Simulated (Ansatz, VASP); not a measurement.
**One calculation of W, two programs**

The input INCAR:

```
PREC = Accurate
ENCUT = 520
EDIFF = 1E-7
ISMEAR = -1
SIGMA = 0.03
LREAL = False
LASPH = True
NELM = 60
ALGO = Normal
ISIF = 2
LWAVE = False
LCHARG = False
GGA = PE
NBANDS = 13
```

KPOINTS

```
regular mesh
0
Gamma
  14 14 14
```

File POSCAR:

```
W
1.0
   -1.5493810000      1.5973000000      1.5973000000
    1.5973000000     -1.5493810000      1.5973000000
    1.5973000000      1.5973000000     -1.5493810000
W
1
Direct
    0.0000000000      0.0000000000      0.0000000000
```

Input for Ansatz:

```yaml
crystal:
  lattice:
    - [-1.549381, 1.5973, 1.5973]
    - [1.5973, -1.549381, 1.5973]
    - [1.5973, 1.5973, -1.549381]
  atoms:
    - { symbol: W, position: [0.0, 0.0, 0.0] }
kpoints:
  mp_grid: { grid: [14, 14, 14] }
scf:
  occupations: { method: fermi_dirac, width: 0.03 }
hamiltonian:
  xc: pbe
  pseudopotentials: { kind: all_electron, lapw: { basis_error: 0.001 } }
output:
  forces: true
  stress: true
  eigenvalues: true
```

Change from the starting cell: equal xy, yz and zx shear strains of +3 %.

Alike in both runs: task single point; functional PBE; k mesh 14 × 14 × 14; occupations fermi-dirac, width 0.03 eV; no spin polarisation.

|  | VASP | Ansatz |
| --- | --- | --- |
| version | VASP 6.6.1 | Ansatz 0.2.0 |
| potentials or method | VASP PAW PBE potentials, release 64 (W_sv), cutoff 520 eV | all-electron LAPW, scalar-relativistic |

|  | VASP | Ansatz | Ansatz less VASP |
| --- | --- | --- | --- |
| pressure (GPa) | -2.0 | -2.3 | -0.40 |
| traceless stress, the component that is largest in VASP (GPa) | -3.76 | -3.68 | +0.085 |

Ansatz ran all-electron here, and VASP with PAW potentials.

Neither program's run includes spin-orbit coupling.
